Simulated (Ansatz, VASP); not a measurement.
**ZrB2: VASP beside Ansatz**

INCAR

```
SYSTEM = ZrB2
PREC = Accurate ; ENCUT = 520
EDIFF = 1E-7 ; ISMEAR = 0
SIGMA = 0.1 ; LREAL = .FALSE.
LASPH = .TRUE. ; NELM = 150
ALGO = Normal ; ISIF = 2
LWAVE = .FALSE. ; LCHARG = .TRUE.
ISPIN = 2 ; MAGMOM = 1 1 0 0 0 0
LORBIT = 11 ; LMAXMIX = 4
GGA = PE ; LELF = .TRUE.
LVHAR = .TRUE. ; NBANDS = 31
```

KPOINTS

```
Automatic mesh
0
G
  6 6 6
  0 0 0
```

Contents of POSCAR:

```
ZrB2
1.0
   -2.0830835166      2.0830835166      3.7653344090
    2.0830835166     -2.0830835166      3.7653344090
    2.0830835166      2.0830835166     -3.7653344090
Zr B
2 4
Direct
    0.1913496829      0.1913496829      0.0000000000
    0.8086503171      0.8086503171      0.0000000000
    0.5000000000      0.2009638295      0.7009638295
    0.5000000000      0.7990361705      0.2990361705
    0.7990361705      0.5000000000      0.2990361705
    0.2009638295      0.5000000000      0.7009638295
```

Input for Ansatz:

```yaml
crystal:
  lattice:
    - [-2.0830835166, 2.0830835166, 3.765334409]
    - [2.0830835166, -2.0830835166, 3.765334409]
    - [2.0830835166, 2.0830835166, -3.765334409]
  atoms:
    - { symbol: Zr, position: [0.1913496829, 0.1913496829, 0.0], spin: 1.0 }
    - { symbol: Zr, position: [0.8086503171, 0.8086503171, 0.0], spin: 1.0 }
    - { symbol: B, position: [0.5, 0.2009638295, 0.7009638295] }
    - { symbol: B, position: [0.5, 0.7990361705, 0.2990361705] }
    - { symbol: B, position: [0.7990361705, 0.5, 0.2990361705] }
    - { symbol: B, position: [0.2009638295, 0.5, 0.7009638295] }
basis:
  ecutwfc: 420
kpoints:
  mp_grid: { grid: [6, 6, 6] }
hamiltonian:
  xc: pbe
scf:
  occupations: { method: gaussian, width: 0.1 }
  lower_state_search: "off"
output:
  forces: true
  stress: true
  eigenvalues: true
  populations: true
magnetization:
  spin_polarized: true
```

Alike in both runs: task single point; functional PBE; k mesh 6 × 6 × 6; occupations gaussian, width 0.1 eV; collinear spin.

|  | VASP | Ansatz |
| --- | --- | --- |
| version | VASP 6.6.1 | Ansatz 0.2.0 |
| potentials or method | VASP PAW PBE potentials, release 64 (Zr_sv, B), cutoff 520 eV | scalar-relativistic, plane waves, PAW |
| valence electrons in the cell | 36 | 36 |

Ansatz gave:

| Quantity | Value |
| --- | --- |
| gap on the k mesh at the Fermi level (eV) | none |
| pressure (GPa) | 0.0 |
| traceless stress, the component that is largest in VASP (GPa) | 0.12 |
| net moment per atom (μB) | 0.00 |

Question: Which values does VASP return?

Answer: gap on the k mesh at the Fermi level (eV): none; pressure (GPa): 0.1; traceless stress, the component that is largest in VASP (GPa): 0.15; net moment per atom (μB): 0.00.

A gap of «none» marks a metal or a gap that the smearing closes. With one functional, cell and mesh, what is left measures potentials, basis and numerics. Ansatz's warnings: seeded moment not kept.
